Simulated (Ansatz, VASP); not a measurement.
# One calculation of NaNb2O5, two programs

The input INCAR:

```
PREC     = Accurate       # precision mode
ENCUT    = 520            # plane-wave cutoff, eV
EDIFF    = 1E-6           # SCF threshold, eV
ISMEAR   = 0              # smearing method
SIGMA    = 0.1            # smearing width, eV
LREAL    = False          # projectors in reciprocal space
LASPH    = True           # aspherical terms in the spheres
NELM     = 150            # most SCF steps
ALGO     = Normal         # electronic algorithm
ISIF     = 2              # what is computed and relaxed
LWAVE    = False          # write WAVECAR
LCHARG   = False          # write CHGCAR
ISPIN    = 2              # spin polarisation
MAGMOM   = 0.03 0.85 0.02 -0.15 -0.04 -0.04 -0.04 -0.19 # initial moments
LORBIT   = 11             # projections on sites
LMAXMIX  = 4              # l up to which the mixer works
GGA      = PE             # functional
NBANDS   = 46             # bands
```

Contents of KPOINTS:

```
Automatic mesh
0
Gamma
  3 3 4
```

POSCAR

```
NaNb2O5
1.0
    7.3583562900      0.0000000000      0.0000000000
   -3.6791781400      6.3725234700      0.0000000000
    0.0000000000      0.0000000000      4.4281500200
Na Nb O
1 2 5
Direct
    0.0000000000      0.0000000000      0.0000000000
    0.3333333300      0.6666666700      0.5000000000
    0.6666666700      0.3333333300      0.5000000000
    0.3333333300      0.6666666700      0.0000000000
    0.9450767000      0.4725383500      0.5000000000
    0.5274616500      0.4725383500      0.5000000000
    0.5274616500      0.0549233000      0.5000000000
    0.6666666700      0.3333333300      0.0000000000
```

Input for Ansatz:

```yaml
crystal:
  lattice:
    - [7.35835629, 0.0, 0.0]
    - [-3.67917814, 6.37252347, 0.0]
    - [0.0, 0.0, 4.42815002]
  atoms:
    - { symbol: Na, position: [0.0, 0.0, 0.0] }
    - { symbol: Nb, position: [0.33333333, 0.66666667, 0.5] }
    - { symbol: Nb, position: [0.66666667, 0.33333333, 0.5] }
    - { symbol: O, position: [0.33333333, 0.66666667, 0.0] }
    - { symbol: O, position: [0.9450767, 0.47253835, 0.5] }
    - { symbol: O, position: [0.52746165, 0.47253835, 0.5] }
    - { symbol: O, position: [0.52746165, 0.0549233, 0.5] }
    - { symbol: O, position: [0.66666667, 0.33333333, 0.0] }
basis:
  ecutwfc: 420
kpoints:
  mp_grid: { grid: [3, 3, 4] }
hamiltonian:
  xc: pbe
scf:
  occupations: { method: gaussian, width: 0.1 }
  lower_state_search: "off"
output:
  forces: true
  stress: true
  eigenvalues: true
  populations: true
magnetization:
  spin_polarized: true
```

Alike in both runs: task single point; functional PBE; k mesh 3 × 3 × 4; occupations gaussian, width 0.1 eV; collinear spin.

|  | VASP | Ansatz |
| --- | --- | --- |
| version | VASP 6.6.1 | Ansatz 0.2.0 |
| potentials or method | VASP PAW PBE potentials, release 64 (Na_pv, Nb_sv, O), cutoff 520 eV | scalar-relativistic, plane waves, PAW |
| valence electrons in the cell | 63 | 65 |

VASP gave:

```
gap on the k mesh at the Fermi level (eV)                     : none
pressure (GPa)                                                : -8.4
traceless stress, the component that is largest in VASP (GPa) : -10.53
rms of the force components (eV/Å)                            : 2.225
net moment per atom (μB)                                      : 0.12
size of the moment on the site where the two differ most (μB) : 1.07
```

Problem. Estimate Ansatz's values.

Solution. gap on the k mesh at the Fermi level (eV): none; pressure (GPa): -8.3; traceless stress, the component that is largest in VASP (GPa): -10.50; rms of the force components (eV/Å): 2.214; net moment per atom (μB): 0.12; size of the moment on the site where the two differ most (μB): 0.77.

Site moments also hang on the region over which each program counts them. Atom by atom the forces differ by 0.010 eV/Å (rms over components). A gap of «none» marks a metal or a gap that the smearing closes. With one functional, cell and mesh, what is left measures potentials, basis and numerics. VASP's potentials hold 63 valence electrons a cell and Ansatz's 65, so a difference there can come from the potentials and not from the codes. Ansatz's warnings: no starting moments.
